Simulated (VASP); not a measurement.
Input of a VASP 6.6.1 run:

File INCAR:

```
ALGO = Normal
EDIFF = 1E-6
ENCUT = 520
ISIF = 2
ISMEAR = 0
LASPH = T
LCHARG = F
LREAL = F
LWAVE = F
NBANDS = 11
NELM = 80
PREC = Accurate
SIGMA = 0.15
```

The input KPOINTS:

```
k-points
0
Gamma
  20 20 20
```

The input POSCAR:

```
Si
1.0
   -2.4306566121      2.3713723045      1.3292653899
    2.4306566121     -2.3713723045      1.3292653899
    2.4306566121      2.3713723045     -1.3292653899
Si
2
Direct
    0.2500000000      0.7500000000      0.5000000000
    0.5000000000      0.5000000000      0.0000000000
```

Potentials or basis: VASP PAW LDA potentials, release 64 (Si).

Launch:

```sh
$ cat potpaw_LDA.64/Si/POTCAR > POTCAR
$ mpirun -np 1 vasp_std > vasp.out
```

(1) Estimate the pressure.

(2) Predict the largest force.

## Answers

(1) -3.5 GPa.

(2) 0.081 eV/Å.

Caveat: the cell differs from its parent crystal (strain +0.0250 x Voigt [1, 0, 0, 0, 0, 0]); the cell stands under tension.
